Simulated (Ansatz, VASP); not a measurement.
Two plane-wave programs on C

```
CELL_PARAMETERS angstrom
2.58102 0.00000 0.00000
-1.29051 2.23523 0.00000
0.00000 0.00000 8.51231
ATOMIC_POSITIONS crystal
C 0.98624 0.97249 0.09297
C 0.98624 0.97249 0.59297
C 0.98624 0.97249 0.40703
C 0.98624 0.97249 0.90703
C 0.34709 0.69418 0.15553
C 0.68042 0.36085 0.65553
C 0.34709 0.69418 0.34447
C 0.68042 0.36085 0.84447
```

Change from the starting cell: mode 14 frozen in at -0.060 Å, equal normal strain along x, y and z +0.0250.

Alike in both runs: task single point; functional PBE; k mesh 12 × 12 × 4; occupations gaussian, width 0.05 eV; no spin polarisation.

|  | VASP | Ansatz |
| --- | --- | --- |
| version | VASP 6.6.1 | Ansatz 0.2.0 |
| potentials or method | VASP PAW PBE potentials, release 64 (C), cutoff 520 eV | scalar-relativistic, plane waves, PAW |
| valence electrons in the cell | 32 | 32 |

```tsv
	VASP	Ansatz	Ansatz less VASP
gap on the k mesh at the Fermi level (eV)	2.90	2.91	+0.008
least direct gap on the mesh (eV)	3.27	3.27	+0.002
pressure (GPa)	-22.8	-23.2	-0.43
traceless stress, the component that is largest in VASP (GPa)	3.66	3.60	-0.060
rms of the force components (eV/Å)	1.890	1.875	-0.0154
```

Atom by atom the forces differ by 0.016 eV/Å (rms over components).
